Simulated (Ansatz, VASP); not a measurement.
# Two plane-wave programs on Cd3O2

```xyz
5
Lattice="3.1742 0.0000 0.0000 0.0000 3.1742 0.0000 0.0000 0.0000 10.5495" Properties=species:S:1:pos:R:3 pbc="T T T"
Cd    1.5871    1.5871    8.5318
Cd    1.5871    1.5871    2.0177
Cd    1.5871    1.5871    5.2748
O     1.5871    1.5871    0.0000
O     0.0000    0.0000    5.2748
```

Alike in both runs: functional PBE; k mesh 4 × 4 × 3; occupations gaussian, width 0.2 eV; no spin polarisation.

Ansatz relaxed the structure, and its values are those at the end. VASP's run is a single point on that final structure, the one shown.

|  | VASP | Ansatz |
| --- | --- | --- |
| version | VASP 6.6.1 | Ansatz 0.2.0 |
| potentials or method | VASP PAW PBE potentials, release 64 (Cd_sv_GW, O), cutoff 700 eV | scalar-relativistic, plane waves, PAW |
| valence electrons in the cell | 72 | 72 |

|  | VASP | Ansatz | Ansatz less VASP |
| --- | --- | --- | --- |
| gap on the k mesh at the Fermi level (eV) | none | none | - |
| pressure (GPa) | 0.2 | 0.2 | +0.04 |
| rms of the force components (eV/Å) | 0.015 | 0.007 | -0.0087 |

A gap of «none» marks a metal or a gap that the smearing closes. With one functional, cell and mesh, what is left measures potentials, basis and numerics.

The k mesh is coarse, so the values compare programs but aren't converged.
